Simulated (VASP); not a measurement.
# Mg33O31 (a cell with a defect) in VASP: single point with PBEsol

Aim: the single point of Mg33O31 (a cell with a defect) with PBEsol.

All numbers are computed with VASP 6.6.1; they aren't measurements. Logs are shortened: lines on timing, memory, paths and dates and some standing lists are left out, and cuts for length are marked.

**1. The cell of the first run**

The cell holds a defect, 64 atoms: a = 8.429 Å, b = 8.429 Å, c = 8.429 Å, α = 90.00°, β = 90.00°, γ = 90.00°.

**2. Single point, PBEsol**

File INCAR:

```
ALGO = Normal
EDIFF = 1E-6
ENCUT = 520
GGA = PS
ISIF = 2
ISMEAR = -1
ISYM = 0
LASPH = True
LCHARG = True
LELF = True
LREAL = Auto
LVHAR = True
LWAVE = False
NBANDS = 164
NELM = 80
PREC = Accurate
SIGMA = 0.05
```

File KPOINTS:

```
Automatic mesh
0
Gamma
  1 1 1
  0.25 0.25 0.25
```

File POSCAR:

```
Mg33O31
1.0
    8.4288080000      0.0000000000      0.0000000000
    0.0000000000      8.4288080000      0.0000000000
    0.0000000000      0.0000000000      8.4288080000
O Mg
31 33
Direct
    0.2492490000      0.9956840000      0.0014870000
    0.2494580000      0.0127380000      0.5040940000
    0.2476960000      0.4980100000      0.9875770000
    0.7488330000      0.9991010000      0.0021810000
    0.7493980000      0.9996720000      0.5029100000
    0.7454330000      0.4995300000      0.0015100000
    0.7624290000      0.4997690000      0.5040710000
    0.9986680000      0.2489610000      0.9997080000
    0.9943200000      0.2446240000      0.5014230000
    0.9982730000      0.7491570000      0.0026750000
    0.9999840000      0.7544380000      0.5038650000
    0.4989000000      0.2484920000      0.0026910000
    0.5041530000      0.2502660000      0.5038260000
    0.4995460000      0.7498710000      0.0051710000
    0.5030730000      0.7534510000      0.4989050000
    0.9962030000      0.9949400000      0.2520980000
    0.9988530000      0.0007430000      0.7520710000
    0.9763930000      0.4975660000      0.2331310000
    0.9998320000      0.5004300000      0.7489530000
    0.5007380000      0.0004760000      0.2528370000
    0.5002220000      0.0006800000      0.7528620000
    0.5035950000      0.5030310000      0.2609610000
    0.5141690000      0.4974620000      0.7657420000
    0.2472660000      0.2267940000      0.2331690000
    0.2501490000      0.2500780000      0.7489880000
    0.2528120000      0.7538510000      0.2611810000
    0.2471950000      0.7643580000      0.7655300000
    0.7446510000      0.2464700000      0.2521020000
    0.7504580000      0.2491630000      0.7520490000
    0.7501790000      0.7510320000      0.2528350000
    0.7504040000      0.7504980000      0.7528720000
    0.3199680000      0.5699800000      0.4012040000
    0.9984790000      0.9976550000      0.0016240000
    0.9947150000      0.0032780000      0.5024500000
    0.9872820000      0.5012170000      0.9895410000
    0.0041580000      0.4965140000      0.4943950000
    0.4996900000      0.9990960000      0.0030720000
    0.5022410000      0.0029980000      0.5025360000
    0.4987590000      0.4995820000      0.0056030000
    0.5383840000      0.4869650000      0.5344930000
    0.2509570000      0.2375880000      0.9895860000
    0.2462300000      0.2544710000      0.4944660000
    0.2493080000      0.7490490000      0.0055220000
    0.2368060000      0.7886000000      0.5340700000
    0.7473900000      0.2487550000      0.0016370000
    0.7530200000      0.2449770000      0.5024370000
    0.7488310000      0.7499460000      0.0030750000
    0.7526870000      0.7525020000      0.5025180000
    0.2491580000      0.9952090000      0.2505150000
    0.2496460000      0.0073250000      0.7581910000
    0.1963070000      0.4467760000      0.2013170000
    0.2554500000      0.5056830000      0.7452570000
    0.7476720000      0.9979500000      0.2517640000
    0.7496660000      0.9999280000      0.7532340000
    0.7448590000      0.4994200000      0.2505560000
    0.7571290000      0.4999310000      0.7582580000
    0.9870590000      0.2373120000      0.2517480000
    0.9995490000      0.2498270000      0.7496740000
    0.9991830000      0.7463210000      0.2523990000
    0.9979170000      0.7512740000      0.7555170000
    0.4960370000      0.2494790000      0.2523680000
    0.5010070000      0.2481310000      0.7556090000
    0.5080670000      0.7583390000      0.2494410000
    0.4991570000      0.7494700000      0.7536420000
```

Potentials or basis: VASP PAW PBE potentials, release 64 (O, Mg).

Run with:

```
> cat potpaw_PBE.64/O/POTCAR potpaw_PBE.64/Mg/POTCAR > POTCAR
> mpirun -np 1 vasp_std > vasp.out
```

OUTCAR:

```text
EDIFF = 1E-6
   ENCUT = 520
   GGA = PS
   ISIF = 2
   ISMEAR = -1
   ISYM = 0
   LASPH = True
   LREAL = Auto
   NELM = 80
   PREC = Accurate

 ion  position               nearest neighbor table
   1  0.249  0.996  0.001-  41 2.04  50 2.05  43 2.08  49 2.10  37 2.11  33 2.11
   2  0.249  0.013  0.504-  44 1.91  42 2.04  38 2.13  50 2.14  49 2.14  34 2.15
   3  0.248  0.498  0.988-  51 1.90  52 2.04  43 2.12  39 2.12  35 2.20  41 2.20
   4  0.749  0.999  0.002-  54 2.10  37 2.10  47 2.10  53 2.10  33 2.10  45 2.10
   5  0.749  1.000  0.503-  46 2.07  34 2.07  38 2.08  48 2.08  54 2.11  53 2.12
   6  0.745  0.500  0.002-  35 2.04  56 2.05  39 2.08  55 2.10  47 2.11  45 2.11
   7  0.762  0.500  0.504-  40 1.91  36 2.04  48 2.13  55 2.14  56 2.14  46 2.15
   8  0.999  0.249  1.000-  58 2.11  45 2.12  33 2.12  57 2.13  35 2.13  41 2.13
   9  0.994  0.245  0.501-  46 2.03  34 2.03  58 2.09  57 2.11  36 2.13  42 2.13
  10  0.998  0.749  0.003-  60 2.08  33 2.09  35 2.09  47 2.10  59 2.11  43 2.12
  11  1.000  0.754  0.504-  44 2.03  48 2.08  34 2.10  59 2.12  60 2.12  36 2.18
  12  0.499  0.248  0.003-  62 2.08  45 2.09  41 2.09  37 2.10  61 2.10  39 2.12
  13  0.504  0.250  0.504-  40 2.03  38 2.08  46 2.10  61 2.12  62 2.12  42 2.18
  14  0.500  0.750  0.005-  63 2.06  37 2.10  47 2.10  43 2.11  39 2.11  64 2.12
  15  0.503  0.753  0.499-  63 2.10  38 2.10  48 2.10  64 2.15  44 2.28  40 2.29  32 2.33
  16  0.996  0.995  0.252-  57 2.04  53 2.09  59 2.10  34 2.11  33 2.11  49 2.13
  17  0.999  0.001  0.752-  58 2.10  54 2.10  60 2.10  33 2.10  34 2.10  50 2.12
  18  0.976  0.498  0.233-  51 1.92  55 1.96  35 2.06  59 2.11  57 2.20  36 2.21
  19  1.000  0.500  0.749-  35 2.03  56 2.05  58 2.11  60 2.12  36 2.15  52 2.16
  20  0.501  0.000  0.253-  63 2.04  53 2.08  61 2.10  38 2.10  37 2.11  49 2.12
  21  0.500  0.001  0.753-  62 2.09  54 2.10  37 2.11  38 2.11  50 2.11  64 2.12
  22  0.504  0.503  0.261-  32 2.03  55 2.04  61 2.14  39 2.15  63 2.15  40 2.33  51 2.68
  23  0.514  0.497  0.766-  40 1.96  39 2.03  56 2.05  62 2.11  64 2.13  52 2.19
  24  0.247  0.227  0.233-  51 1.92  49 1.96  41 2.06  61 2.11  57 2.20  42 2.21
  25  0.250  0.250  0.749-  41 2.03  50 2.05  58 2.11  62 2.12  42 2.15  52 2.16
  26  0.253  0.754  0.261-  32 2.03  49 2.04  59 2.14  63 2.15  43 2.16  44 2.32  51 2.68
  27  0.247  0.764  0.766-  44 1.96  43 2.03  50 2.05  60 2.11  64 2.13  52 2.19
  28  0.745  0.246  0.252-  57 2.04  53 2.09  61 2.10  46 2.11  45 2.11  55 2.13
  29  0.750  0.249  0.752-  58 2.10  54 2.10  62 2.10  45 2.10  46 2.10  56 2.12
  30  0.750  0.751  0.253-  63 2.04  53 2.08  59 2.10  48 2.10  47 2.11  55 2.12
  31  0.750  0.750  0.753-  60 2.09  54 2.10  47 2.11  48 2.11  56 2.11  64 2.12
  32  0.320  0.570  0.401-  22 2.03  26 2.03  51 2.24  40 2.27  44 2.27  15 2.33  63 2.58  42 2.84
                            36 2.84  52 3.00  61 3.33  59 3.33
  33  0.998  0.998  0.002-  10 2.09  17 2.10   4 2.10  16 2.11   1 2.11   8 2.12  57 2.92  60 2.94
                            41 2.94  50 2.95  54 2.96  47 2.96  43 2.98  49 2.98  53 2.99  59 2.99
  34  0.995  0.003  0.502-   9 2.03   5 2.07  11 2.10  17 2.10  16 2.11   2 2.15  44 2.74  46 2.88
                            57 2.89  48 2.94  58 2.94  54 2.96  53 2.97  42 3.00  60 3.01  49 3.02
  35  0.987  0.501  0.990-  19 2.03   6 2.04  18 2.06  10 2.09   8 2.13   3 2.20  51 2.55  56 2.75
                            60 2.89  47 2.91  58 2.93  45 2.94  55 3.00  59 3.03  43 3.04  52 3.06
  36  0.004  0.497  0.494-   7 2.04   9 2.13  19 2.15  11 2.18  18 2.21  32 2.84  42 2.89  59 2.93
[... 282 lines left out ...]
   LORBIT       =      0    0 simple, 1 ext, 2 COOP (PROOUT), +10 PAW based schemes
   GGA     = PS    functional components
   LHFCALC =     F    Hartree Fock is set to
   AEXX    =    0.0000 exact exchange contribution
   IVDW    =     0    specifies the selected vdW correction
   LEPSILON=     F    determine dielectric tensor
   LRPA    =     F    only Hartree local field effects (RPA)
 non-spin polarized calculation
  energy-cutoff  :      520.00
  volume of cell :      598.82
 maximum number of plane-waves:     16125
 NGX is ok and might be reduce to    64
   NGX = 31   NGY = 31   NGZ = 31

 number of electron     251.9999993 magnetization

 Free energy of the ion-electron system (eV)
  ---------------------------------------------------
  ext. energy  EPLUGINS =         0.00000000
  ---------------------------------------------------
  free energy    TOTEN  =      -380.25946932 eV

  energy without entropy =     -380.23562011  energy(sigma->0) =     -380.24754472

 E-fermi :   8.3101     XC(G=0): -11.3274

 val. band max:        8.1836798990   @ k =  -0.2500  -0.2500   0.2500
 cond. band min:       8.4531146262   @ k =  -0.2500   0.2500   0.2500
 fundamental gap:      0.2694347272
 Fermi energy:         8.3101095846

 k-point     1 :       0.2500    0.2500    0.2500
  band No.  band energies     occupation
      1     -13.9745      2.00000
      2     -13.6431      2.00000
      3     -13.6231      2.00000
      4     -13.5061      2.00000
      5     -13.3240      2.00000
      6     -13.3156      2.00000
[... 553 lines left out ...]
    137      11.4456      0.00000
    138      11.4907      0.00000
 [bands above 138 left out]

------------------------ aborting loop because EDIFF is reached ----------------------------------------

  FORCE on cell =-STRESS in cart. coord.  units (eV):
  Direction    XX          YY          ZZ          XY          YZ          ZX
  --------------------------------------------------------------------------------------
  -------------------------------------------------------------------------------------
  Total       28.8012947     28.7748128     26.6351862      1.5040426      7.8999286      7.9475299
  in kB       77.0591315     76.9882780     71.2636130      4.0241322     21.1366066     21.2639661
  external PRESSURE =      75.1036741 kB  Pullay stress =       0.0000000 kB

 VOLUME and BASIS-vectors are now :
 -----------------------------------------------------------------------------
  energy-cutoff  :      520.00
  volume of cell :      598.82
      direct lattice vectors                 reciprocal lattice vectors
     8.428808000  0.000000000  0.000000000     0.118640738  0.000000000  0.000000000
     0.000000000  8.428808000  0.000000000     0.000000000  0.118640738  0.000000000
     0.000000000  0.000000000  8.428808000     0.000000000  0.000000000  0.118640738

 POSITION                                       TOTAL-FORCE (eV/Angst)
 -----------------------------------------------------------------------------------
      2.10087      8.39243      0.01253        -0.000446     -0.004149     -0.008115
      2.10263      0.10737      4.24891         0.000764      0.006366      0.009799
      2.08778      4.19763      8.32410         0.002330      0.001296     -0.063572
      6.31177      8.42123      0.01838        -0.005073     -0.003309     -0.003105
      6.31653      8.42604      4.23893        -0.012388     -0.012836      0.002101
      6.28311      4.21044      0.01273        -0.005153      0.000791     -0.009514
[... 56 lines left out ...]
      4.28240      6.39189      2.10249        -0.018564     -0.015363     -0.042245
      4.20730      6.31714      6.35230         0.010790      0.008942      0.036359
 -----------------------------------------------------------------------------------
    total drift:                               -0.007231      0.004127     -0.034488

  FREE ENERGIE OF THE ION-ELECTRON SYSTEM (eV)
  ---------------------------------------------------
  free  energy   TOTEN  =      -380.2594693230 eV

  energy  without entropy=     -380.2356201132  energy(sigma->0) =     -380.24754472
```

Wall time 8.8 min (1 thread of Intel Xeon Platinum 8488C (Sapphire Rapids), shared host); peak memory 0.69 GiB.

What came out:

* Free energy: -380.2595 eV
* Pressure: 7.5 GPa
* Largest force: 0.105 eV/Å
* Band gap on the k mesh: 0.27 eV

Forces on the atoms (eV/Å):
```
O    0.000 -0.004 -0.008
O    0.001  0.006  0.010
O    0.002  0.001 -0.064
O   -0.005 -0.003 -0.003
O   -0.012 -0.013  0.002
O   -0.005  0.001 -0.010
O    0.008 -0.001  0.013
O   -0.013 -0.013  0.005
O    0.010  0.008 -0.006
O   -0.008  0.011 -0.008
O   -0.064  0.057  0.016
O    0.010 -0.006 -0.006
O    0.059 -0.067  0.020
O    0.010  0.009 -0.021
O   -0.004 -0.010  0.022
O   -0.010  0.016 -0.001
O   -0.009  0.008  0.004
O   -0.091 -0.048 -0.018
O   -0.033 -0.009  0.017
O    0.014 -0.005  0.008
O    0.009 -0.026 -0.001
O    0.084  0.039 -0.009
O    0.035  0.030  0.043
O   -0.048 -0.088 -0.017
O   -0.010 -0.031  0.017
O    0.038  0.086 -0.014
O    0.030  0.037  0.041
O    0.018 -0.013 -0.001
O    0.008 -0.011  0.006
O   -0.005  0.014  0.008
O   -0.027  0.008 -0.002
Mg  -0.048 -0.048 -0.028
Mg   0.005  0.010  0.012
Mg   0.008 -0.034 -0.011
Mg  -0.001 -0.002 -0.021
Mg   0.036  0.073  0.028
Mg  -0.002 -0.008 -0.007
Mg  -0.009  0.043  0.001
Mg  -0.008  0.009  0.026
Mg  -0.036 -0.061 -0.040
Mg  -0.003 -0.002 -0.024
Mg   0.072  0.035  0.028
Mg   0.009 -0.010  0.027
Mg  -0.063 -0.033 -0.027
Mg   0.011  0.005  0.013
Mg  -0.036  0.008 -0.013
Mg  -0.008 -0.002 -0.007
Mg   0.041 -0.006  0.004
Mg  -0.009 -0.002 -0.004
Mg   0.003  0.013  0.007
Mg   0.049  0.043  0.022
Mg  -0.028 -0.026 -0.012
Mg   0.017  0.018 -0.010
Mg  -0.008 -0.009  0.005
Mg   0.002 -0.010 -0.007
Mg   0.010  0.005  0.007
Mg  -0.010 -0.007 -0.021
Mg   0.025  0.023  0.013
Mg   0.039 -0.021  0.037
Mg   0.009 -0.029 -0.036
Mg  -0.019  0.038  0.039
Mg  -0.030  0.010 -0.038
Mg  -0.019 -0.015 -0.042
Mg   0.011  0.009  0.036
```

Levels at points of the mesh, in eV from the valence-band top:
```csv
k point,band 122,band 123,band 124,band 125,band 126,band 127,band 128,band 129,band 130,band 131
"(0.25, 0.25, 0.25)",-5.47,-5.25,-5.22,-3.10,-0.17,0.51,0.80,1.19,2.17,2.33
```

Caveat: the k points lie up to 0.75 Å⁻¹ apart; the PAW data sets were made with another functional, which shifts forces and pressure a little.
